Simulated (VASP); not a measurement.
# Cu (P6/mmm) in VASP: a series of runs

Cu is run at these levels: r2SCAN; tasks: single point.

All numbers are computed with VASP 6.6.1; they aren't measurements. Logs are shortened: lines on timing, memory, paths and dates and some standing lists are left out, and cuts for length are marked.

## 1. The cell of the first run

The structure is hexagonal, space group P6/mmm (No. 191). The conventional cell has a = 4.065 Å, b = 4.065 Å, c = 2.440 Å, α = 90.00°, β = 90.00°, γ = 120.00°. Within 3.2 Å of Cu (site symmetry 6/mmm) lie 14 Cu at 2.44 to 2.65 Å. Cu (site symmetry -6m2) has 11 Cu at 2.35 to 2.65 Å within 3.1 Å.

## 2. Single point, r2SCAN

Input file POSCAR:

```
Cu
1.0
    4.0653641883      0.0000000000      0.0000000000
   -2.0326820941      3.5207086627      0.0000000000
    0.0000000000      0.0000000000      2.4401480693
Cu
3
Direct
    1.0000000000      1.0000000000      0.0000000000
    0.3333333333      0.6666666667      0.5000000000
    0.6666666667      0.3333333333      0.5000000000
```

Input file INCAR.step1:

```
PREC = Accurate
ENCUT = 520
ISMEAR = -1
SIGMA = 0.1
LREAL = F
LASPH = T
NELM = 80
NBANDS = 24
GGA = PE
ALGO = Normal
EDIFF = 1E-4
LWAVE = T
LCHARG = F
```

Input file INCAR.step2:

```
PREC = Accurate
ENCUT = 520
EDIFF = 1E-6
ISMEAR = -1
SIGMA = 0.1
LREAL = F
LASPH = T
NELM = 80
ALGO = Normal
ISIF = 2
LWAVE = F
LCHARG = F
METAGGA = R2SCAN
LMIXTAU = T
NBANDS = 24
ISTART = 1
```

Input file KPOINTS:

```
Automatic mesh
0
Gamma
  9 9 13
```

Potentials or basis: VASP PAW PBE potentials, release 64 (Cu).

Started as:

```sh
$ cat potpaw_PBE.64/Cu/POTCAR > POTCAR
$ cp INCAR.step1 INCAR
$ mpirun -np 1 vasp_std > vasp.out
$ cp INCAR.step2 INCAR
$ mpirun -np 1 vasp_std > vasp.out
```

OUTCAR:

```text
PREC = Accurate
   ENCUT = 520
   EDIFF = 1E-6
   ISMEAR = -1
   LREAL = F
   LASPH = T
   NELM = 80
   ISIF = 2
   METAGGA = R2SCAN
   ISTART = 1

 ion  position               nearest neighbor table
   1  0.000  0.000  0.000-   2 2.65   3 2.65   2 2.65   3 2.65   2 2.65   2 2.65   3 2.65   3 2.65
                             3 2.65   3 2.65   2 2.65   2 2.65
   2  0.333  0.667  0.500-   3 2.35   3 2.35   3 2.35   1 2.65   1 2.65   1 2.65   1 2.65   1 2.65
                             1 2.65
   3  0.667  0.333  0.500-   2 2.35   2 2.35   2 2.35   1 2.65   1 2.65   1 2.65   1 2.65   1 2.65
                             1 2.65

  LATTYP: Found a hexagonal cell.
 ALAT       =     4.0653641883
 C/A-ratio  =     0.6002286527

  Lattice vectors:

 A1 = (   4.0653641883,   0.0000000000,   0.0000000000)
 A2 = (  -2.0326820941,   3.5207086627,   0.0000000000)
 A3 = (   0.0000000000,   0.0000000000,   2.4401480693)

Analysis of symmetry for initial positions (statically):
=====================================================================
 Subroutine PRICEL returns:
 Original cell was already a primitive cell.

 Routine SETGRP: Setting up the symmetry group for a
 hexagonal supercell.

 Subroutine GETGRP returns: Found 24 space group operations
 (whereof 24 operations were pure point group operations)
 out of a pool of 24 trial point group operations.

The static configuration has the point symmetry D_6h.

Analysis of symmetry for dynamics (positions and initial velocities):
=====================================================================
 Subroutine PRICEL returns:
 Original cell was already a primitive cell.

 Routine SETGRP: Setting up the symmetry group for a
 hexagonal supercell.

 Subroutine GETGRP returns: Found 24 space group operations
 (whereof 24 operations were pure point group operations)
 out of a pool of 24 trial point group operations.

The dynamic configuration has the point symmetry D_6h.

 Subroutine INISYM returns: Found 24 space group operations
 (whereof 24 operations are pure point group operations),
 and found     1 'primitive' translations

----------------------------------------------------------------------------------------

                                     Primitive cell

  volume of cell :      34.9257

  direct lattice vectors                    reciprocal lattice vectors
     4.065364188  0.000000000  0.000000000     0.245980422  0.142016863  0.000000000
    -2.032682094  3.520708663  0.000000000     0.000000000  0.284033726  0.000000000
     0.000000000  0.000000000  2.440148069     0.000000000  0.000000000  0.409811197

  length of vectors
     4.065364188  4.065364188  2.440148069     0.284033726  0.284033726  0.409811197

  position of ions in fractional coordinates (direct lattice)
     0.000000000  0.000000000  0.000000000
     0.333333333  0.666666667  0.500000000
     0.666666667  0.333333333  0.500000000

  ion indices of the primitive-cell ions
   primitive index   ion index
                 1           1
                 2           2
                 3           3

----------------------------------------------------------------------------------------

 KPOINTS: Automatic mesh

Automatic generation of k-mesh.
 Grid dimensions read from file:
 generate k-points for:    9    9   13

 Generating k-lattice:

  Cartesian coordinates                     Fractional coordinates (reciprocal lattice)
     0.027331158  0.015779651  0.000000000     0.111111111  0.000000000  0.000000000
     0.000000000  0.031559303  0.000000000     0.000000000  0.111111111  0.000000000
     0.000000000  0.000000000  0.031523938     0.000000000  0.000000000  0.076923077

  Length of vectors
     0.031559303  0.031559303  0.031523938

  Shift w.r.t. Gamma in fractional coordinates (k-lattice)
     0.000000000  0.000000000  0.000000000

 Subroutine IBZKPT returns following result:
 ===========================================

 Found     84 irreducible k-points:

 Following reciprocal coordinates:
            Coordinates               Weight
  0.000000  0.000000  0.000000      1.000000
  0.111111  0.000000  0.000000      6.000000
  0.222222  0.000000  0.000000      6.000000
  0.333333  0.000000  0.000000      6.000000
  0.444444  0.000000  0.000000      6.000000
  0.111111  0.111111  0.000000      6.000000
[... 16 lines left out ...]
  0.333333  0.222222  0.076923     24.000000
  0.333333  0.333333  0.076923      4.000000
 [... further k-points ...]
   k-points           NKPTS =     84   k-points in BZ     NKDIM =     84   number of bands    NBANDS=     24
   number of dos      NEDOS =    301   number of ions     NIONS =      3
   total plane-waves  NPLWV =  16200
   dimension x,y,z NGX =    30 NGY =   30 NGZ =   18
   dimension x,y,z NGXF=    60 NGYF=   60 NGZF=   36
   ions per type =               3
   NGX,Y,Z   is equivalent  to a cutoff of  12.27, 12.27, 12.26 a.u.
   NGXF,Y,Z  is equivalent  to a cutoff of  24.54, 24.54, 24.53 a.u.
 SYSTEM =  unknown system
   PREC   = accura    normal or accurate (medium, high low for compatibility)
   ISTART =      1    job   : 0-new  1-cont  2-samecut
   ICHARG =      0    charge: 1-file 2-atom 10-const
   ISPIN  =      1    spin polarized calculation?
   LNONCOLLINEAR =      F non collinear calculations
   LSORBIT =      F    spin-orbit coupling
   LASPH  =      T    aspherical Exc in radial PAW
   ENCUT  =  520.0 eV  38.22 Ry    6.18 a.u.   7.56  7.56  4.54*2*pi/ulx,y,z
   NELM   =     80;   NELMIN=  2; NELMDL=  0     # of ELM steps
   EDIFF  = 0.1E-05   stopping-criterion for ELM
   LREAL  =      F    real-space projection
   EDIFFG = 0.1E-04   stopping-criterion for IOM
   NSW    =      0    number of steps for IOM
   IBRION =     -1    ionic relax: 0-MD 1-quasi-New 2-CG
   NFREE  =      0    steps in history (QN), initial steepest desc. (CG)
   ISIF   =      2    stress and relaxation
   ISYM   =      2    0-nonsym 1-usesym 2-fastsym
   POTIM  = 0.5000    time-step for ionic-motion
   TEBEG  =    0.0;   TEEND  =   0.0 temperature during run
   PSTRESS=    0.0 pullay stress
   NELECT =      33.0000    total number of electrons
   NUPDOWN=      -1.0000    fix difference up-down
   EMIN   =  10.00;   EMAX   =-10.00  energy-range for DOS
   EFERMI =   0.00;   METHOD = LEGACY
   ISMEAR =    -1;   SIGMA  =   0.10  broadening in eV -4-tet -1-fermi 0-gaus
   EFERMI_NEDOS =   21; number of points for ismear=-14 and -15
   IALGO  =     38    algorithm
   IMIX   =      4    mixing-type and parameters
     AMIX     =   0.40;   BMIX     =  1.00
     AMIX_MAG =   1.60;   BMIX_MAG =  1.00
  volume/ion in A,a.u.               =      11.64        78.56
  Fermi-wavevector in a.u.,A,eV,Ry     =   1.606439  3.035730 35.111823  2.580646
  Thomas-Fermi vector in A             =   2.702626
   LORBIT       =      0    0 simple, 1 ext, 2 COOP (PROOUT), +10 PAW based schemes
   METAGGA = R2SCAN    functional components
   LHFCALC =     F    Hartree Fock is set to
   AEXX    =    0.0000 exact exchange contribution
   IVDW    =     0    specifies the selected vdW correction
   LEPSILON=     F    determine dielectric tensor
   LRPA    =     F    only Hartree local field effects (RPA)
 non-spin polarized calculation
  energy-cutoff  :      520.00
  volume of cell :       34.93
 maximum number of plane-waves:       954
 NGX is ok and might be reduce to    30
   NGX = 15   NGY = 15   NGZ =  9

 number of electron      33.0000029 magnetization

 Free energy of the ion-electron system (eV)
  ---------------------------------------------------
  ext. energy  EPLUGINS =         0.00000000
  ---------------------------------------------------
  free energy    TOTEN  =       -32.25063737 eV

  energy without entropy =      -32.22181336  energy(sigma->0) =      -32.23622536

 E-fermi :   7.5765     XC(G=0): -13.8294

 val. band max:        7.5585760883   @ k =   0.2222   0.1111   0.0769
 cond. band min:       7.6679780087   @ k =   0.3333   0.2222   0.2308
 fundamental gap:      0.1094019205
 Fermi energy:         7.5765340596

 k-point     1 :       0.0000    0.0000    0.0000
  band No.  band energies     occupation
      1      -2.1926      2.00000
      2       2.7835      2.00000
      3       3.7156      2.00000
      4       3.7158      2.00000
      5       3.7777      2.00000
      6       3.7779      2.00000
[... 16 lines left out ...]
     23      23.6282      0.00000
     24      29.1691      0.00000

 k-point     2 :       0.1111    0.0000    0.0000
  band No.  band energies     occupation
      1      -2.0281      2.00000
      2       2.7857      2.00000
      3       3.3943      2.00000
      4       3.5803      2.00000
      5       3.6832      2.00000
      6       3.9621      2.00000
[... 16 lines left out ...]
     23      23.8580      0.00000
     24      29.2208      0.00000

 k-point     3 :       0.2222    0.0000    0.0000
  band No.  band energies     occupation
      1      -1.5422      2.00000
      2       2.6893      2.00000
      3       3.0491      2.00000
      4       3.4298      2.00000
      5       3.5354      2.00000
      6       3.9615      2.00000
[... 16 lines left out ...]
     23      24.5316      0.00000
     24      28.9132      0.00000

 k-point     4 :       0.3333    0.0000    0.0000
  band No.  band energies     occupation
      1      -0.7608      2.00000
      2       2.3270      2.00000
      3       2.5686      2.00000
      4       3.3834      2.00000
      5       3.5781      2.00000
      6       3.8615      2.00000
[... 16 lines left out ...]
     23      25.6083      0.00000
     24      25.9996      0.00000

 k-point     5 :       0.4444    0.0000    0.0000
  band No.  band energies     occupation
      1       0.2575      2.00000
      2       1.3889      2.00000
      3       2.3234      2.00000
      4       3.5290      2.00000
      5       3.6508      2.00000
      6       3.7065      2.00000
[... 451 lines left out ...]
 k-point    22 :       0.2222    0.2222    0.0769
  band No.  band energies     occupation
      1      -0.1719      2.00000
      2       2.2526      2.00000
      3       2.4623      2.00000
      4       3.4615      2.00000
      5       3.7726      2.00000
      6       3.9969      2.00000
[... 16 lines left out ...]
     23      23.1440      0.00000
     24      24.0854      0.00000

 k-point    23 :       0.3333    0.2222    0.0769
  band No.  band energies     occupation
      1       0.7569      2.00000
      2       1.6847      2.00000
      3       2.1578      2.00000
      4       3.6260      2.00000
      5       3.7371      2.00000
      6       3.8874      2.00000
[... 16 lines left out ...]
     23      25.3259      0.00000
     24      25.8673      0.00000

 k-point    24 :       0.3333    0.3333    0.0769
  band No.  band energies     occupation
      1       1.4311      2.00000
      2       1.6405      2.00000
      3       1.6406      2.00000
      4       3.7173      2.00000
      5       3.7174      2.00000
      6       3.9022      2.00000
[... 16 lines left out ...]
     23      26.3028      0.00000
     24      26.3029      0.00000

 [... further k-points ...]
[... 5 lines left out ...]
  --------------------------------------------------------------------------------------
  -------------------------------------------------------------------------------------
  Total        0.1229490      0.1229490      0.0863262      0.0000000     -0.0000000      0.0000000
  in kB        5.6401393      5.6401393      3.9601142      0.0000000     -0.0000000      0.0000000
  external PRESSURE =       5.0801310 kB  Pullay stress =       0.0000000 kB

 VOLUME and BASIS-vectors are now :
 -----------------------------------------------------------------------------
  energy-cutoff  :      520.00
  volume of cell :       34.93
      direct lattice vectors                 reciprocal lattice vectors
     4.065364188  0.000000000  0.000000000     0.245980422  0.142016863  0.000000000
    -2.032682094  3.520708663  0.000000000     0.000000000  0.284033726  0.000000000
     0.000000000  0.000000000  2.440148069     0.000000000  0.000000000  0.409811197

 POSITION                                       TOTAL-FORCE (eV/Angst)
 -----------------------------------------------------------------------------------
      0.00000      0.00000      0.00000        -0.000000      0.000000      0.000000
     -0.00000      2.34714      1.22007        -0.000000      0.000000     -0.000000
      2.03268      1.17357      1.22007         0.000000      0.000000      0.000000
 -----------------------------------------------------------------------------------
    total drift:                               -0.000000      0.000000      0.000000

  FREE ENERGIE OF THE ION-ELECTRON SYSTEM (eV)
  ---------------------------------------------------
  free  energy   TOTEN  =       -32.2506373687 eV

  energy  without entropy=      -32.2218133571  energy(sigma->0) =      -32.23622536
```

Run time: 3.1 min. Hardware: 1 thread of Intel Xeon 6975P-C, shared host; peak memory 0.18 GiB.

What came out:

```yaml
Free_energy: -32.2506 eV
Pressure: 0.5 GPa
```

Caveat: the PAW data sets were made with another functional, which shifts forces and pressure a little.

## 3. Single point, r2SCAN (volume scaled by 0.88)

Input file POSCAR:

```
Cu
1.0
    3.8957733396      0.0000000000      0.0000000000
   -1.9478866698      3.3738386795      0.0000000000
    0.0000000000      0.0000000000      2.3383547827
Cu
3
Direct
    1.0000000000      1.0000000000      0.0000000000
    0.3333333333      0.6666666667      0.5000000000
    0.6666666667      0.3333333333      0.5000000000
```

Edit INCAR.step1 of step 2 so:

```diff
@@ -6,3 +6,3 @@
 LASPH = T
-NELM = 80
+NELM = 100
 NBANDS = 24
```

Edit INCAR.step2 of step 2 so:

```diff
@@ -7,3 +7,3 @@
 LASPH = T
-NELM = 80
+NELM = 100
 ALGO = Normal
```

Input file KPOINTS:

```
regular mesh
0
Gamma
  10 10 14
```

Potentials or basis: VASP PAW PBE potentials, release 64 (Cu).

Started as:

```sh
$ cat potpaw_PBE.64/Cu/POTCAR > POTCAR
$ cp INCAR.step1 INCAR
$ mpirun -np 1 vasp_std > vasp.out
$ cp INCAR.step2 INCAR
$ mpirun -np 1 vasp_std > vasp.out
```

It took 3.9 min on 1 thread of Intel Xeon 6975P-C, shared host; peak memory 0.2 GiB.

The run converged. Its results:

```
Free energy : -31.9086 eV
Pressure    : 28.5 GPa
```

Stress tensor (GPa, compression positive):
```
28.80  0.00  0.00
 0.00 28.80  0.00
 0.00  0.00 27.79
```

Levels at points of the mesh, in eV from the Fermi level:
```csv
k point,band 14,band 15,band 16,band 17,band 18,band 19
"(0.00, 0.00, 0.00)",-2.82,-1.83,-1.83,5.14,5.14,5.14
"(0.50, 0.00, 0.00)",-2.11,-2.08,-1.93,-1.78,-1.15,5.26
"(0.00, 0.00, 0.50)",-2.00,-1.43,-0.33,0.53,9.50,9.90
"(0.50, 0.00, 0.50)",-1.85,-1.62,0.62,0.70,4.13,4.69
```

Caveat: the PAW data sets were made with another functional, which shifts forces and pressure a little.

## 4. Single point, r2SCAN (volume scaled by 0.92)

Input file POSCAR:

```
Cu
1.0
    3.9539277840      0.0000000000      0.0000000000
   -1.9769638920      3.4242019057      0.0000000000
    0.0000000000      0.0000000000      2.3732607466
Cu
3
Direct
    1.0000000000      1.0000000000      0.0000000000
    0.3333333333      0.6666666667      0.5000000000
    0.6666666667      0.3333333333      0.5000000000
```

Input file INCAR.step1:

```
SYSTEM = Cu
PREC     = Accurate       ! precision mode
ENCUT    = 520            ! plane-wave cutoff, eV
ISMEAR   = -1             ! smearing method
SIGMA    = 0.1            ! smearing width, eV
LREAL    = .False.        ! projectors in reciprocal space
LASPH    = .True.         ! aspherical terms in the spheres
NELM     = 100            ! most SCF steps
NBANDS   = 24             ! bands
GGA      = PE             ! functional
ALGO     = Normal         ! electronic algorithm
EDIFF    = 1E-4           ! SCF threshold, eV
LWAVE    = .True.         ! write WAVECAR
LCHARG   = .False.        ! write CHGCAR
```

Input file INCAR.step2:

```
SYSTEM = Cu
PREC     = Accurate       ! precision mode
ENCUT    = 520            ! plane-wave cutoff, eV
EDIFF    = 1E-6           ! SCF threshold, eV
ISMEAR   = -1             ! smearing method
SIGMA    = 0.1            ! smearing width, eV
LREAL    = .False.        ! projectors in reciprocal space
LASPH    = .True.         ! aspherical terms in the spheres
NELM     = 100            ! most SCF steps
ALGO     = Normal         ! electronic algorithm
ISIF     = 2              ! what is computed and relaxed
LWAVE    = .False.        ! write WAVECAR
LCHARG   = .True.         ! write CHGCAR
METAGGA  = R2SCAN         ! meta-GGA
LMIXTAU  = .True.       
LELF     = .True.         ! ELF
LVHAR    = .True.       
NBANDS   = 24             ! bands
ISTART   = 1
```

Input file KPOINTS:

```
regular mesh
0
Gamma
  10 10 14
  0 0 0
```

Started as:

```sh
$ cat potpaw_PBE.64/Cu/POTCAR > POTCAR
$ cp INCAR.step1 INCAR
$ mpirun -np 1 vasp_std > vasp.out
$ cp INCAR.step2 INCAR
$ mpirun -np 1 vasp_std > vasp.out
```

Run time: 3.7 min. Hardware: 1 thread of Intel Xeon 6975P-C, shared host; peak memory 0.2 GiB.

Results (log left out):

```
Free energy : -32.1052 eV
Pressure    : 16.8 GPa
```

Stress tensor (GPa, compression positive):
```
17.07  0.00  0.00
 0.00 17.07  0.00
 0.00  0.00 16.21
```

Levels at points of the mesh, in eV from the Fermi level:
| k point | band 12 | band 13 | band 14 | band 15 | band 16 | band 17 | band 18 | band 19 | band 20 | band 21 |
| --- | --- | --- | --- | --- | --- | --- | --- | --- | --- | --- |
| (0.00, 0.00, 0.00) | -2.78 | -2.71 | -2.71 | -1.78 | -1.78 | 5.00 | 5.00 | 5.01 | 5.01 | 7.35 |
| (0.50, 0.00, 0.00) | -2.21 | -2.05 | -2.04 | -2.01 | -1.87 | -1.73 | -1.01 | 4.99 | 15.02 | 15.03 |
| (0.00, 0.00, 0.50) | -2.13 | -1.94 | -1.94 | -1.41 | -0.33 | 0.47 | 9.26 | 9.63 | 9.63 | 10.87 |
| (0.50, 0.00, 0.50) | -2.21 | -2.08 | -1.80 | -1.58 | 0.66 | 0.68 | 3.98 | 4.45 | 7.62 | 8.76 |

Caveat: the PAW data sets were made with another functional, which shifts forces and pressure a little.

## 5. Summary

```tsv
cell	k mesh	gap on the mesh (eV)	pressure (GPa)
a = 4.065, b = 4.065, c = 2.440 Å, angles 90.0, 90.0, 120.0°, 3 atoms	9 × 9 × 13	none	0.5
a = 3.896, b = 3.896, c = 2.338 Å, angles 90.0, 90.0, 120.0°, 3 atoms	10 × 10 × 14	none	28.5
a = 3.954, b = 3.954, c = 2.373 Å, angles 90.0, 90.0, 120.0°, 3 atoms	10 × 10 × 14	none	16.8
```

Alike in all rows: task single point; level r2SCAN; potentials or basis VASP PAW PBE potentials, release 64 (Cu); no spin polarisation; cutoff (eV) 520; smearing fermi-dirac 0.1 eV.

Caveats: the PAW data sets were made with another functional, which shifts forces and pressure a little.

Total energies depend on the potentials used, so only differences within one code and one set of settings carry meaning.
